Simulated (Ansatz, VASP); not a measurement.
**Two plane-wave programs on Ge4N3**

```
Ge N
1.0
     4.87485    0.00000    0.00000
     0.00000    4.87485    0.00000
     0.00000    0.00000    4.87485
Ge N
4 3
Cartesian
  3.5283 1.3465 1.3465
  1.3465 3.5283 1.3465
  1.3465 1.3465 3.5283
  3.5283 3.5283 3.5283
  0.0000 0.0000 2.4374
  2.4374 0.0000 0.0000
  0.0000 2.4374 0.0000
```

Change from the starting cell: species swapped into the Si3As4 type (P-43m, No. 215).

Alike in both runs: task relaxation of cell and atoms; functional PBE; k mesh 3 × 3 × 3; occupations gaussian, width 0.2 eV; no spin polarisation.

```csv
,VASP,Ansatz
version,VASP 6.6.1,Ansatz 0.2.0
potentials or method,"VASP PAW PBE potentials, release 64 (Ge_d, N), cutoff 600 eV","scalar-relativistic, plane waves, PAW"
valence electrons in the cell,71,71
```

```tsv
	VASP	Ansatz	Ansatz less VASP
gap on the k mesh at the Fermi level, each at its own relaxed structure (eV)	none	none	-
relaxed volume (Å³/atom)	13.20	13.28	+0.079
relaxed length of the cell vector where the two differ most in proportion (Å)	4.521	4.529	+0.0090
```

A gap of «none» marks a metal or a gap that the smearing closes.

The k mesh is coarse, so the values compare programs but aren't converged. Noted on VASP's run: the volume moved by over 15 % at a fixed basis, so the end points are rough.
